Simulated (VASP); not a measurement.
Runs of VASP 6.6.1 on AlN. The structure is that of space group P6_3/mmc (No. 194), or close to it. The cells are those of the table. 

```csv
task,cell,cutoff (eV),gap on the mesh (eV),pressure (GPa)
single point,"a = 3.260, b = 3.260, c = 4.071 Å, angles 90.0, 90.0, 120.0°, 4 atoms",520,(b),(a)
relaxation of cell and atoms,"relaxed from a = 3.312, b = 3.312, c = 4.188 Å, angles 90.0, 90.0, 120.0°, 4 atoms",600,(c),0.0
relaxation of cell and atoms,"relaxed to 4 GPa from a = 3.312, b = 3.312, c = 4.188 Å, angles 90.0, 90.0, 120.0°, 4 atoms",600,3.75,4.0
single point,"a = 3.244, b = 3.244, c = 4.044 Å, angles 90.0, 90.0, 120.0°, 4 atoms",520,3.88,8.7
single point,"a = 3.276, b = 3.276, c = 4.102 Å, angles 90.0, 90.0, 120.0°, 4 atoms",520,3.63,0.6
```

Alike in all rows: level LDA; potentials or basis VASP PAW LDA potentials, release 64 (Al, N); no spin polarisation; k mesh 6 × 6 × 4; smearing gaussian 0.01 eV.

Problem. Estimate the missing entries.

Solution. (a) 4.7; (b) 3.76; (c) 3.61.

Caveats: the cell is relaxed towards a set pressure, so the enthalpy falls and the energy may rise (some runs).

A k mesh can miss the band edges.
